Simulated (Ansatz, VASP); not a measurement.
**Two plane-wave programs on Ir4O**

```xyz
5
Lattice="2.7183 0.0000 0.0000 0.0000 2.7183 0.0000 0.0000 0.0000 24.7663" Properties=species:S:1:pos:R:3 pbc="T T T"
Ir    1.3591    1.3591    8.5000
Ir    0.0000    0.0000   10.4221
Ir    1.3591    1.3591   12.3487
Ir    0.0000    0.0000   14.2891
O     0.0000    1.3591   15.6428
```

Alike in both runs: task single point; functional LDA; k mesh 11 × 11 × 1; occupations gaussian, width 0.1 eV; no spin polarisation.

```csv
,VASP,Ansatz
version,VASP 6.6.1,Ansatz 0.2.0
potentials or method,"VASP PAW LDA potentials, release 64 (Ir, O)","scalar-relativistic, plane waves, PAW"
plane-wave cutoff (eV),520,420
valence electrons in the cell,42,74
```

Ansatz gave:

- gap on the k mesh at the Fermi level (eV): none
- rms of the force components (eV/Å): 0.532

Question: What did VASP give for the same quantities?

Answer: gap on the k mesh at the Fermi level (eV): none; rms of the force components (eV/Å): 0.497.

LDA's correlation is that of Perdew and Zunger in VASP and of Perdew and Wang (1992) in Ansatz. Atom by atom the forces differ by 0.124 eV/Å (rms over components). A gap of «none» marks a metal or a gap that the smearing closes. VASP's potentials hold 42 valence electrons a cell and Ansatz's 74, so a difference there can come from the potentials and not from the codes.

Neither program's run includes spin-orbit coupling.
